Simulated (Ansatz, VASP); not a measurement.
## Two plane-wave programs on Ni

```
CELL_PARAMETERS angstrom
0.00000 2.34927 2.34927
2.34927 0.00000 2.34927
2.34927 2.34927 0.00000
ATOMIC_POSITIONS crystal
Ni 0.00000 0.00000 0.00000
Ni 0.50000 0.50000 0.50000
```

Alike in both runs: task single point; functional RPBE; k mesh 13 × 13 × 13; occupations fermi-dirac, width 0.05 eV; collinear spin.

|  | VASP | Ansatz |
| --- | --- | --- |
| version | VASP 6.6.1 | Ansatz 0.2.0 |
| potentials or method | VASP PAW PBE potentials, release 64 (Ni), cutoff 520 eV | plane waves (420 eV) with PAW, scalar-relativistic |
| valence electrons in the cell | 20 | 36 |

Ansatz gave:

* pressure (GPa): 1.1
* net moment per atom (μB): 0.60
* size of the moment on the site where the two differ most (μB): 0.63

Task: What did VASP give for the same quantities?

Result: Pressure (GPa): 1.1; net moment per atom (μB): 0.59; size of the moment on the site where the two differ most (μB): 0.60.

VASP's potentials were made for PBE, not for RPBE. Site moments also hang on the region over which each program counts them. VASP's potentials hold 20 valence electrons a cell and Ansatz's 36, so a difference there can come from the potentials and not from the codes.
